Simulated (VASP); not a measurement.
Input of a VASP 6.6.1 run:

The input POSCAR:

```
RbBr
1.0
    0.0000000000      3.3909232400      3.4608320474
    3.4608320474      0.0000000000      3.4608320474
    3.4608320474      3.3909232400      0.0000000000
Rb Br
1 1
Direct
    0.0000000000      0.0000000000      0.0000000000
    0.5000000000      0.5000000000      0.5000000000
```

Contents of INCAR.step1:

```
ALGO     = Normal         # electronic algorithm
EDIFF    = 1E-4           # SCF threshold, eV
ENCUT    = 520            # plane-wave cutoff, eV
GGA      = PE             # functional
ISMEAR   = 0              # smearing method
LASPH    = True           # aspherical terms in the spheres
LCHARG   = False          # write CHGCAR
LREAL    = False          # projectors in reciprocal space
LWAVE    = True           # write WAVECAR
NBANDS   = 15             # bands
NELM     = 100            # most SCF steps
PREC     = Accurate       # precision mode
SIGMA    = 0.01           # smearing width, eV
```

The input INCAR.step2:

```
ALGO     = Normal         # electronic algorithm
EDIFF    = 1E-7           # SCF threshold, eV
ENCUT    = 520            # plane-wave cutoff, eV
ISIF     = 2              # what is computed and relaxed
ISMEAR   = 0              # smearing method
ISTART   = 1            
LASPH    = True           # aspherical terms in the spheres
LCHARG   = True           # write CHGCAR
LELF     = True           # ELF
LMIXTAU  = True         
LREAL    = False          # projectors in reciprocal space
LVHAR    = True         
LWAVE    = False          # write WAVECAR
METAGGA  = R2SCAN         # meta-GGA
NBANDS   = 15             # bands
NELM     = 100            # most SCF steps
PREC     = Accurate       # precision mode
SIGMA    = 0.01           # smearing width, eV
```

Contents of KPOINTS:

```
k-points
0
Gamma
  6 6 6
```

Potentials or basis: VASP PAW PBE potentials, release 64 (Rb_sv, Br).

Command:

```console
$ cat potpaw_PBE.64/Rb_sv/POTCAR potpaw_PBE.64/Br/POTCAR > POTCAR
$ cp INCAR.step1 INCAR
$ mpirun -np 1 vasp_std > vasp.out
$ cp INCAR.step2 INCAR
$ mpirun -np 1 vasp_std > vasp.out
```

Problem. What does it give for the pressure?

Solution. 0.4 GPa.

Problem. Predict the band gap on the k mesh.

Solution. 4.93 eV, direct.

Stress tensor (GPa, compression positive):
```
0.12 0.00 0.00
0.00 0.86 0.00
0.00 0.00 0.12
```

Caveat: the cell differs from its parent crystal (uniaxial y strain -2.0%); the PAW data sets were made with another functional, which shifts forces and pressure a little.
